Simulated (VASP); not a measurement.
# Ta (Im-3m) in VASP: a series of runs

Runs on Ta. Level: LDA. Tasks: single point.

Everything below comes from runs of VASP 6.6.1. Logs are shortened: lines on timing, memory, paths and dates and some standing lists are left out, and cuts for length are marked.

### 1 The cell of the first run

It takes space group Im-3m (No. 229, cubic). Conventional cell: a = 3.255 Å, b = 3.255 Å, c = 3.255 Å, α = 90.00°, β = 90.00°, γ = 90.00°. Within 3.7 Å of Ta (site symmetry m-3m) lie 14 Ta at 2.82 to 3.26 Å.

### 2 Single point, LDA

INCAR reads:

```
PREC = Accurate ; ENCUT = 500
EDIFF = 1E-6 ; ISMEAR = -1
SIGMA = 0.1 ; LREAL = False
LASPH = True ; NELM = 120
ALGO = Normal ; ISIF = 2
LWAVE = False ; LCHARG = False
NBANDS = 12 ; GGA_COMPAT = False
```

KPOINTS reads:

```
Automatic mesh
0
Gamma
  4 4 4
```

POSCAR reads:

```
Ta
1.0
   -1.6276710318      1.6276710318      1.6276710318
    1.6276710318     -1.6276710318      1.6276710318
    1.6276710318      1.6276710318     -1.6276710318
Ta
1
Direct
    0.0000000000      0.0000000000      0.0000000000
```

Potentials or basis: VASP PAW LDA potentials, release 64 (Ta_sv_GW).

On the command line:

```sh
$ cat potpaw_LDA.64/Ta_sv_GW/POTCAR > POTCAR
$ mpirun -np 1 vasp_std > vasp.out
```

OUTCAR:

```text
PREC = Accurate
   ENCUT = 500
   EDIFF = 1E-6
   ISMEAR = -1
   LREAL = False
   LASPH = True
   NELM = 120
   ISIF = 2

 ion  position               nearest neighbor table
   1  0.000  0.000  0.000-

  LATTYP: Found a body centered cubic cell.
 ALAT       =     3.2553420636

  Lattice vectors:

 A1 = (  -1.6276710318,   1.6276710318,   1.6276710318)
 A2 = (   1.6276710318,  -1.6276710318,   1.6276710318)
 A3 = (   1.6276710318,   1.6276710318,  -1.6276710318)

Analysis of symmetry for initial positions (statically):
=====================================================================
 Subroutine PRICEL returns:
 Original cell was already a primitive cell.

 Routine SETGRP: Setting up the symmetry group for a
 body centered cubic supercell.

 Subroutine GETGRP returns: Found 48 space group operations
 (whereof 48 operations were pure point group operations)
 out of a pool of 48 trial point group operations.

The static configuration has the point symmetry O_h .

Analysis of symmetry for dynamics (positions and initial velocities):
=====================================================================
 Subroutine PRICEL returns:
 Original cell was already a primitive cell.

 Routine SETGRP: Setting up the symmetry group for a
 body centered cubic supercell.

 Subroutine GETGRP returns: Found 48 space group operations
 (whereof 48 operations were pure point group operations)
 out of a pool of 48 trial point group operations.

The dynamic configuration has the point symmetry O_h .

 Subroutine INISYM returns: Found 48 space group operations
 (whereof 48 operations are pure point group operations),
 and found     1 'primitive' translations

----------------------------------------------------------------------------------------

                                     Primitive cell

  volume of cell :      17.2488

  direct lattice vectors                    reciprocal lattice vectors
    -1.627671032  1.627671032  1.627671032     0.000000000  0.307187380  0.307187380
     1.627671032 -1.627671032  1.627671032     0.307187380  0.000000000  0.307187380
     1.627671032  1.627671032 -1.627671032     0.307187380  0.307187380  0.000000000

  length of vectors
     2.819208925  2.819208925  2.819208925     0.434428559  0.434428559  0.434428559

  position of ions in fractional coordinates (direct lattice)
     0.000000000  0.000000000  0.000000000

  ion indices of the primitive-cell ions
   primitive index   ion index
                 1           1

----------------------------------------------------------------------------------------

 KPOINTS: Automatic mesh

Automatic generation of k-mesh.
 Grid dimensions read from file:
 generate k-points for:    4    4    4

 Generating k-lattice:

  Cartesian coordinates                     Fractional coordinates (reciprocal lattice)
     0.000000000  0.076796845  0.076796845     0.250000000  0.000000000  0.000000000
     0.076796845  0.000000000  0.076796845     0.000000000  0.250000000  0.000000000
     0.076796845  0.076796845  0.000000000     0.000000000  0.000000000  0.250000000

  Length of vectors
     0.108607140  0.108607140  0.108607140

  Shift w.r.t. Gamma in fractional coordinates (k-lattice)
     0.000000000  0.000000000  0.000000000

 Subroutine IBZKPT returns following result:
 ===========================================

 Found      8 irreducible k-points:

 Following reciprocal coordinates:
            Coordinates               Weight
  0.000000  0.000000  0.000000      1.000000
  0.250000  0.000000  0.000000     12.000000
  0.500000  0.000000  0.000000      6.000000
  0.250000  0.250000  0.000000     24.000000
  0.250000  0.250000  0.250000      2.000000
 -0.250000  0.250000  0.250000      6.000000
  0.500000  0.500000  0.250000     12.000000
  0.500000  0.500000  0.500000      1.000000
   k-points           NKPTS =      8   k-points in BZ     NKDIM =      8   number of bands    NBANDS=     12
   number of dos      NEDOS =    301   number of ions     NIONS =      1
   total plane-waves  NPLWV =  13824
   dimension x,y,z NGX =    24 NGY =   24 NGZ =   24
   dimension x,y,z NGXF=    48 NGYF=   48 NGZF=   48
   ions per type =               1
   NGX,Y,Z   is equivalent  to a cutoff of  14.15, 14.15, 14.15 a.u.
   NGXF,Y,Z  is equivalent  to a cutoff of  28.31, 28.31, 28.31 a.u.
 SYSTEM =  unknown system
   PREC   = accura    normal or accurate (medium, high low for compatibility)
   ISTART =      0    job   : 0-new  1-cont  2-samecut
   ICHARG =      2    charge: 1-file 2-atom 10-const
   ISPIN  =      1    spin polarized calculation?
   LNONCOLLINEAR =      F non collinear calculations
   LSORBIT =      F    spin-orbit coupling
   LASPH  =      T    aspherical Exc in radial PAW
   ENCUT  =  500.0 eV  36.75 Ry    6.06 a.u.   5.14  5.14  5.14*2*pi/ulx,y,z
   NELM   =    120;   NELMIN=  2; NELMDL= -5     # of ELM steps
   EDIFF  = 0.1E-05   stopping-criterion for ELM
   LREAL  =      F    real-space projection
   EDIFFG = 0.1E-04   stopping-criterion for IOM
   NSW    =      0    number of steps for IOM
   IBRION =     -1    ionic relax: 0-MD 1-quasi-New 2-CG
   NFREE  =      0    steps in history (QN), initial steepest desc. (CG)
   ISIF   =      2    stress and relaxation
   ISYM   =      2    0-nonsym 1-usesym 2-fastsym
   POTIM  = 0.5000    time-step for ionic-motion
   TEBEG  =    0.0;   TEEND  =   0.0 temperature during run
   PSTRESS=    0.0 pullay stress
   NELECT =      13.0000    total number of electrons
   NUPDOWN=      -1.0000    fix difference up-down
   EMIN   =  10.00;   EMAX   =-10.00  energy-range for DOS
   EFERMI =   0.00;   METHOD = LEGACY
   ISMEAR =    -1;   SIGMA  =   0.10  broadening in eV -4-tet -1-fermi 0-gaus
   EFERMI_NEDOS =   21; number of points for ismear=-14 and -15
   IALGO  =     38    algorithm
   IMIX   =      4    mixing-type and parameters
     AMIX     =   0.40;   BMIX     =  1.00
     AMIX_MAG =   1.60;   BMIX_MAG =  1.00
  volume/ion in A,a.u.               =      17.25       116.40
  Fermi-wavevector in a.u.,A,eV,Ry     =   1.489827  2.815366 30.199300  2.219586
  Thomas-Fermi vector in A             =   2.602687
   LORBIT       =      0    0 simple, 1 ext, 2 COOP (PROOUT), +10 PAW based schemes
   GGA     = CA    functional components
   LHFCALC =     F    Hartree Fock is set to
   AEXX    =    0.0000 exact exchange contribution
   IVDW    =     0    specifies the selected vdW correction
   LEPSILON=     F    determine dielectric tensor
   LRPA    =     F    only Hartree local field effects (RPA)
 non-spin polarized calculation
  energy-cutoff  :      500.00
  volume of cell :       17.25
 maximum number of plane-waves:       466
 NGX is ok and might be reduce to    24
   NGX = 11   NGY = 11   NGZ = 11

 number of electron      13.0000000 magnetization

 Free energy of the ion-electron system (eV)
  ---------------------------------------------------
  ext. energy  EPLUGINS =         0.00000000
  ---------------------------------------------------
  free energy    TOTEN  =       -15.41581682 eV

  energy without entropy =      -15.38531949  energy(sigma->0) =      -15.40056815

 E-fermi :  10.6878     XC(G=0): -13.5141

 val. band max:       10.6436349876   @ k =   0.2500   0.0000   0.0000
 cond. band min:      11.4172505455   @ k =   0.0000   0.0000   0.0000
 fundamental gap:      0.7736155579
 Fermi energy:        10.6877726600

 k-point     1 :       0.0000    0.0000    0.0000
  band No.  band energies     occupation
      1     -55.9492      2.00000
      2     -21.9999      2.00000
      3     -21.9999      2.00000
      4     -21.9999      2.00000
      5       2.7907      2.00000
      6      11.4173      0.00136
      7      11.4173      0.00136
      8      11.4173      0.00136
      9      14.8404      0.00000
     10      14.8404      0.00000
     11      25.6305      0.00000
     12      25.6305      0.00000

 k-point     2 :       0.2500    0.0000    0.0000
  band No.  band energies     occupation
      1     -55.8778      2.00000
      2     -22.7171      2.00000
      3     -22.2243      2.00000
      4     -22.0050      2.00000
      5       5.1614      2.00000
      6      10.0738      1.99570
      7      10.6436      1.21717
      8      14.1711      0.00000
      9      14.2326      0.00000
     10      15.0355      0.00000
     11      26.0320      0.00000
     12      28.0119      0.00000

 k-point     3 :       0.5000    0.0000    0.0000
  band No.  band energies     occupation
      1     -55.8056      2.00000
      2     -23.3711      2.00000
      3     -22.4391      2.00000
      4     -22.0101      2.00000
      5       6.2100      2.00000
      6       9.0434      2.00000
      7      12.7469      0.00000
      8      14.7454      0.00000
      9      15.8118      0.00000
     10      18.9194      0.00000
     11      22.7796      0.00000
     12      23.1615      0.00000

 k-point     4 :       0.2500    0.2500    0.0000
  band No.  band energies     occupation
      1     -55.8056      2.00000
      2     -23.1258      2.00000
      3     -22.5830      2.00000
      4     -22.1459      2.00000
      5       7.6029      2.00000
      6       9.2604      2.00000
      7      10.2435      1.97674
      8      14.4327      0.00000
      9      15.7276      0.00000
     10      19.4359      0.00000
     11      22.6341      0.00000
     12      26.4203      0.00000

 k-point     5 :       0.2500    0.2500    0.2500
  band No.  band energies     occupation
      1     -55.7957      2.00000
      2     -22.6969      2.00000
      3     -22.6969      2.00000
      4     -22.6969      2.00000
      5       9.5436      1.99998
      6       9.5436      1.99998
      7       9.5436      1.99998
      8      15.9970      0.00000
      9      15.9970      0.00000
     10      18.2648      0.00000
     11      24.1596      0.00000
     12      24.1596      0.00000

 k-point     6 :      -0.2500    0.2500    0.2500
  band No.  band energies     occupation
      1     -55.8156      2.00000
      2     -22.7441      2.00000
      3     -22.4679      2.00000
      4     -22.4679      2.00000
      5       7.1388      2.00000
      6       9.6687      1.99992
      7      12.0265      0.00000
      8      12.0265      0.00000
      9      14.0050      0.00000
     10      15.9856      0.00000
     11      25.7031      0.00000
     12      30.9051      0.00000

 k-point     7 :       0.5000    0.5000    0.2500
  band No.  band energies     occupation
      1     -55.7530      2.00000
      2     -23.1647      2.00000
      3     -22.7008      2.00000
      4     -22.4970      2.00000
      5       7.6568      2.00000
      6       8.7908      2.00000
      7      11.8728      0.00001
      8      12.5394      0.00000
      9      18.3756      0.00000
     10      19.2151      0.00000
     11      22.2170      0.00000
     12      25.3074      0.00000

 k-point     8 :       0.5000    0.5000    0.5000
  band No.  band energies     occupation
      1     -55.7003      2.00000
      2     -22.9502      2.00000
      3     -22.9502      2.00000
      4     -22.9502      2.00000
      5       6.6970      2.00000
      6       6.6970      2.00000
      7      17.8806      0.00000
      8      17.8806      0.00000
      9      17.8806      0.00000
     10      19.8825      0.00000
     11      19.8825      0.00000
     12      19.8825      0.00000

------------------------ aborting loop because EDIFF is reached ----------------------------------------

  FORCE on cell =-STRESS in cart. coord.  units (eV):
  Direction    XX          YY          ZZ          XY          YZ          ZX
  --------------------------------------------------------------------------------------
  -------------------------------------------------------------------------------------
  Total        0.0689882      0.0689882      0.0689882     -0.0000000     -0.0000000      0.0000000
  in kB        6.4080465      6.4080465      6.4080465     -0.0000000     -0.0000000      0.0000000
  external PRESSURE =       6.4080465 kB  Pullay stress =       0.0000000 kB

 VOLUME and BASIS-vectors are now :
 -----------------------------------------------------------------------------
  energy-cutoff  :      500.00
  volume of cell :       17.25
      direct lattice vectors                 reciprocal lattice vectors
    -1.627671032  1.627671032  1.627671032     0.000000000  0.307187380  0.307187380
     1.627671032 -1.627671032  1.627671032     0.307187380  0.000000000  0.307187380
     1.627671032  1.627671032 -1.627671032     0.307187380  0.307187380  0.000000000

 POSITION                                       TOTAL-FORCE (eV/Angst)
 -----------------------------------------------------------------------------------
      0.00000      0.00000      0.00000        -0.000000      0.000000      0.000000
 -----------------------------------------------------------------------------------
    total drift:                                0.000000     -0.000000      0.000000

  FREE ENERGIE OF THE ION-ELECTRON SYSTEM (eV)
  ---------------------------------------------------
  free  energy   TOTEN  =       -15.4158168179 eV

  energy  without entropy=      -15.3853194862  energy(sigma->0) =      -15.40056815
```

It took 3.7 s on 1 thread of Intel Xeon Platinum 8375C at 2.90GHz (Ice Lake), shared host; peak memory 0.13 GiB.

Results:

```
Free energy            : -15.4158 eV
Pressure               : 0.6 GPa
Band gap on the k mesh : zero (an odd number of electrons rules out a gap without spin polarisation)
```

Caveat: the k points lie up to 0.68 Å⁻¹ apart, too coarse for converged energies and pressures of a metal; spin-orbit coupling is left out, which moves the levels of the heavy elements.

### 3 Single point, LDA

INCAR reads:

```
ALGO     = Normal         # electronic algorithm
EDIFF    = 1E-6           # SCF threshold, eV
ENCUT    = 500            # plane-wave cutoff, eV
GGA_COMPAT= False        
ISIF     = 2              # what is computed and relaxed
ISMEAR   = 1              # smearing method
LASPH    = True           # aspherical terms in the spheres
LCHARG   = False          # write CHGCAR
LREAL    = False          # projectors in reciprocal space
LWAVE    = False          # write WAVECAR
NBANDS   = 12             # bands
NELM     = 120            # most SCF steps
PREC     = Accurate       # precision mode
SIGMA    = 0.01           # smearing width, eV
```

KPOINTS reads:

```
k-points
0
Gamma
  14 14 14
```

POSCAR is that of step 2.

Potentials or basis: VASP PAW LDA potentials, release 64 (Ta_sv_GW).

On the command line:

```sh
$ cat potpaw_LDA.64/Ta_sv_GW/POTCAR > POTCAR
$ mpirun -np 1 vasp_std > vasp.out
```

Wall time 8 s (1 thread of Intel Xeon 6975P-C (Granite Rapids), shared host); peak memory 0.15 GiB.

It converged, with:

| Quantity | Value |
| --- | --- |
| Free energy | -15.3191 eV |
| Pressure | -0.5 GPa |
| Band gap on the k mesh | zero (an odd number of electrons rules out a gap without spin polarisation) |

Levels at points of the mesh, in eV from the Fermi level:
```
           k point  band 3  band 4  band 5  band 6  band 7  band 8  band 9  band 10
(0.00, 0.00, 0.00)  -32.73  -32.73   -7.97    0.68    0.68    0.68    4.09     4.09
(0.50, 0.00, 0.00)  -33.16  -32.74   -4.54   -1.70    1.99    4.00    5.07     8.19
(0.50, 0.50, 0.50)  -33.68  -33.68   -4.06   -4.06    7.15    7.15    7.15     9.13
```

Caveat: spin-orbit coupling is left out, which moves the levels of the heavy elements.

The gap in the log of VASP goes by the Fermi energy; the results here count the filled bands.